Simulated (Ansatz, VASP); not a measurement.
HfO2: VASP beside Ansatz

Contents of INCAR:

```
SYSTEM = HfO2
PREC = Accurate
ENCUT = 600
EDIFF = 1E-6
ISMEAR = 0
SIGMA = 0.05
LREAL = .False.
LASPH = .True.
NELM = 120
ALGO = Normal
ISIF = 2
LWAVE = .False.
LCHARG = .True.
GGA = B5
ALDAX = 1.0
AGGAX = 1.0
AGGAC = 1.0
ALDAC = 0.0
LELF = .True.
LVHAR = .True.
NBANDS = 18
GGA_COMPAT = .False.
```

File KPOINTS:

```
Automatic mesh
0
Gamma
  8 8 8
  0 0 0
```

Contents of POSCAR:

```
HfO2
1.0
    0.0000000000      2.5575019374      2.5575019374
    2.5575019374      0.0000000000      2.5575019374
    2.5575019374      2.5575019374      0.0000000000
Hf O
1 2
Direct
    0.0000000000      0.0000000000      0.0000000000
    0.2500000000      0.2500000000      0.2500000000
    0.7500000000      0.7500000000      0.7500000000
```

Input for Ansatz:

```yaml
crystal:
  lattice:
    - [0.0, 2.5575019374, 2.5575019374]
    - [2.5575019374, 0.0, 2.5575019374]
    - [2.5575019374, 2.5575019374, 0.0]
  atoms:
    - { symbol: Hf, position: [0.0, 0.0, 0.0] }
    - { symbol: O, position: [0.25, 0.25, 0.25] }
    - { symbol: O, position: [0.75, 0.75, 0.75] }
basis:
  ecutwfc: 420
  ecutrho_ratio: 4
kpoints:
  mp_grid: { grid: [8, 8, 8] }
hamiltonian:
  xc: blyp
scf:
  occupations: { method: gaussian, width: 0.05 }
output:
  forces: true
  stress: true
  eigenvalues: true
```

Alike in both runs: task single point; functional BLYP; k mesh 8 × 8 × 8; occupations gaussian, width 0.05 eV; no spin polarisation.

```csv
,VASP,Ansatz
version,VASP 6.6.1,Ansatz 0.2.0
potentials or method,"VASP PAW PBE potentials, release 64 (Hf_pv, O), cutoff 600 eV","scalar-relativistic, plane waves, PAW"
valence electrons in the cell,22,38
```

```csv
,VASP,Ansatz,Ansatz less VASP
gap on the k mesh at the Fermi level (eV),3.81,3.79,-0.022
least direct gap on the mesh (eV),3.81,3.79,-0.022
pressure (GPa),0.9,4.0,+3.08
```

VASP's potentials were made for PBE, not for BLYP. VASP's potentials hold 22 valence electrons a cell and Ansatz's 38, so a difference there can come from the potentials and not from the codes.

Neither program's run includes spin-orbit coupling.
